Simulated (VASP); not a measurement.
Ag, 1 atom in the cell. It takes space group Fm-3m (No. 225, cubic). Conventional cell: a = 4.100 Å, b = 4.100 Å, c = 4.100 Å, α = 90.00°, β = 90.00°, γ = 90.00°. Within 3.8 Å of Ag (site symmetry m-3m) lie 12 Ag at 2.90 Å.  This cell differs from its parent crystal: volume scaled by 1.01.

| Property | Result |
| --- | --- |
| Program | VASP 6.6.1 |
| Task | single point |
| Functional | PBEsol |
| Potentials or basis | VASP PAW PBE potentials, release 64 (Ag) |
| Cutoff | 520 eV |
| k mesh | 15 × 15 × 15 |
| Occupations | fermi-dirac, width 0.03 eV |
| Spin | no spin polarisation |
| Dipole correction | no |
| Further INCAR settings | ALGO = Normal; EDIFF = 1e-06; NBANDS = 12 |

Potentials or basis: VASP PAW PBE potentials, release 64 (Ag).

Run with:

```sh
$ cat potpaw_PBE.64/Ag/POTCAR > POTCAR
$ mpirun -np 1 vasp_std > vasp.out
```

Hardware: 1 thread of Intel Xeon 6975P-C, on a shared host.

Question: Estimate the wall time of this run.

Answer: It took 7.9 s on 1 thread of Intel Xeon 6975P-C, on a shared host, peak memory 0.16 GiB. Counts: scf iterations 11, k points 120.
